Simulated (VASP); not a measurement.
Wanted: the native input for a VASP 6.6.1 run.

* Task: single point
* Functional: r2SCAN
* Potentials or basis: VASP PAW PBE potentials, release 64 (B, N)
* Cutoff: 520 eV
* k mesh: 12 × 12 × 6
* Occupations: gaussian, width 0.01 eV
* Spin: no spin polarisation
* Dipole correction: no
* Further INCAR settings: ALGO = Normal; EDIFF = 1e-07; NBANDS = 16

BN:

```
CELL_PARAMETERS angstrom
2.54395 0.00000 0.00000
-1.27197 2.20313 0.00000
0.00000 0.00000 4.03950
ATOMIC_POSITIONS crystal
B 0.33333 0.66667 0.99963
B 0.66667 0.33333 0.49963
N 0.33333 0.66667 0.37537
N 0.66667 0.33333 0.87537
```

This cell differs from its parent crystal: uniaxial z strain -4.0%.

These files were run (other wordings do the same):

POSCAR

```
BN
1.0
    2.5439499996      0.0000000000      0.0000000000
   -1.2719749998      2.2031253256      0.0000000000
    0.0000000000      0.0000000000      4.0395027278
B N
2 2
Direct
    0.3333333333      0.6666666667     -0.0003699905
    0.6666666667      0.3333333333      0.4996300095
    0.3333333333      0.6666666667      0.3753699905
    0.6666666667      0.3333333333      0.8753699905
```

INCAR.step1

```
SYSTEM = BN
PREC = Accurate
ENCUT = 520
ISMEAR = 0
SIGMA = 0.01
LREAL = .False.
LASPH = .True.
NELM = 100
NBANDS = 16
GGA = PE
ALGO = Normal
EDIFF = 1E-4
LWAVE = .True.
LCHARG = .False.
```

INCAR.step2

```
SYSTEM = BN
PREC = Accurate
ENCUT = 520
EDIFF = 1E-7
ISMEAR = 0
SIGMA = 0.01
LREAL = .False.
LASPH = .True.
NELM = 100
ALGO = Normal
ISIF = 2
LWAVE = .False.
LCHARG = .True.
METAGGA = R2SCAN
LMIXTAU = .True.
LELF = .True.
LVHAR = .True.
NBANDS = 16
ISTART = 1
```

KPOINTS

```
regular mesh
0
Gamma
  12 12 6
  0 0 0
```

Potentials or basis: VASP PAW PBE potentials, release 64 (B, N).

The run is started by

```bash
$ cat potpaw_PBE.64/B/POTCAR potpaw_PBE.64/N/POTCAR > POTCAR
$ cp INCAR.step1 INCAR
$ mpirun -np 1 vasp_std > vasp.out
$ cp INCAR.step2 INCAR
$ mpirun -np 1 vasp_std > vasp.out
```

It gave:

The pressure is 19.5 GPa, the largest force is 0.008 eV/Å and the band gap on the k mesh is 5.89 eV (least direct gap 8.88 eV).

Caveat: the cell differs from its parent crystal (uniaxial z strain -4.0%); the cell stands under pressure; the PAW data sets were made with another functional, which shifts forces and pressure a little.

Wall time 3.3 min on 1 thread of Intel Xeon 8259CL (shared host), peak memory 0.15 GiB.
